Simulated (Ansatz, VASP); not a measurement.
# GaP: VASP beside Ansatz

```xyz
4
Lattice="1.9686 1.1366 6.5154 -1.9686 1.1366 6.5154 0.0000 -2.2731 6.5154" Properties=species:S:1:pos:R:3 pbc="T T T"
Ga    0.0000    0.0000   11.0364
Ga    0.0000    0.0000    8.5099
P     0.0000    0.0000   18.4246
P     0.0000    0.0000    1.1217
```

Change from the starting cell: volume scaled by 1.04.

Alike in both runs: task single point; functional PBE; k mesh 8 × 8 × 8; occupations fermi-dirac, width 0.05 eV; no spin polarisation.

```csv
,VASP,Ansatz
version,VASP 6.6.1,Ansatz 0.2.0
potentials or method,"VASP PAW PBE potentials, release 64 (Ga_d, P), cutoff 520 eV","all-electron LAPW, scalar-relativistic"
```

```csv
,VASP,Ansatz,Ansatz less VASP
gap on the k mesh at the Fermi level (eV),0.81,0.81,-0.004
least direct gap on the mesh (eV),1.02,1.03,+0.008
pressure (GPa),-2.5,-2.5,+0.02
"traceless stress, the component that is largest in VASP (GPa)",-0.26,-0.19,+0.068
rms of the force components (eV/Å),0.032,0.017,-0.0155
```

Atom by atom the forces differ by 0.016 eV/Å (rms over components). Ansatz ran all-electron here, and VASP with PAW potentials.
